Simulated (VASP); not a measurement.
ZnSbO2:

```
Zn Sb O
1.0
     3.57134    0.00000    0.00000
    -1.78567    3.09287    0.00000
     0.00000    0.00000   12.34664
Zn Sb O
2 2 4
Direct
  0.00000 0.00000 0.00000
  0.00000 0.00000 0.50000
  0.33333 0.66667 0.25000
  0.66667 0.33333 0.75000
  0.33333 0.66667 0.08160
  0.66667 0.33333 0.58160
  0.33333 0.66667 0.41840
  0.66667 0.33333 0.91840
```

| Property | Result |
| --- | --- |
| Program | VASP 6.6.1 |
| Task | relaxation of cell and atoms |
| Functional | PBE |
| Potentials or basis | VASP PAW PBE potentials, release 64 (Zn, Sb, O) |
| Cutoff | 600 eV |
| k mesh | 6 × 6 × 2 |
| Occupations | gaussian, width 0.1 eV |
| Spin | no spin polarisation |

At the start: pressure -10.8 GPa; volume 17.05 Å³/atom.

**Question.** How do energy, volume and symmetry change on relaxing?

**Answer.** Over 7 steps the energy falls by 187.9 meV/atom and the volume is 14.00 Å³/atom (-17.9 %); space group P6_3/mmc (No. 194, to 0.05 Å).

The path:
```
step  energy change (eV)  largest force (eV/Å)  pressure (GPa)  volume (Å³)
   1              0.0000                0.2276          -10.85       136.38
   2             -1.3244                0.3492           -0.58       114.66
   3             -1.3501                0.4796            1.68       112.08
   4             -1.4556                0.6332           -0.88       112.87
   5             -1.4560                0.6394           -1.03       112.91
   6             -1.5015                0.1182            0.19       111.84
   7             -1.5030                0.0001           -0.04       112.00
```

Final structure:
```xyz
8
Lattice="3.2054 0.0000 0.0000 -1.6027 2.7759 0.0000 0.0000 0.0000 12.5876" Properties=species:S:1:pos:R:3 pbc="T T T"
Zn    0.0000    0.0000    0.0000
Zn    0.0000    0.0000    6.2938
Sb    0.0000    1.8506    3.1469
Sb    1.6027    0.9253    9.4407
O     0.0000    1.8506    1.0775
O     1.6027    0.9253    7.3713
O     0.0000    1.8506    5.2163
O     1.6027    0.9253   11.5100
```

Caveat: the volume moved by over 15 % at a fixed basis, so the end points are rough.
